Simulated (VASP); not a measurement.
LiH:

```
Li H
1.0
     0.00000    2.00299    2.00299
     2.00299    0.00000    2.00299
     2.00299    2.00299    0.00000
Li H
1 1
Direct
  0.00000 0.00000 0.00000
  0.50000 0.50000 0.50000
```

Base run:

```yaml
Program: VASP 6.6.1
Functional: r2SCAN
Potentials_or_basis: VASP PAW PBE potentials, release 64 (Li_sv, H)
Cutoff: 520 eV
k_mesh: 10 × 10 × 10
Occupations: gaussian, width 0.01 eV
Spin: no spin polarisation
```

Its results: band gap on the k mesh 3.58 eV.

**Question.** After a change of settings the same cell gave: band gap on the k mesh 2.98 eV. Which change was it?
A. functional from r2SCAN to PBE; k mesh from 10 × 10 × 10 to 6 × 6 × 6
B. functional from r2SCAN to HSE06; k mesh from 10 × 10 × 10 to 8 × 8 × 8
C. occupations from gaussian, width 0.01 eV to fermi-dirac, width 0.02 eV

**Answer.** A.

Caveats: some runs use coarse meshes.
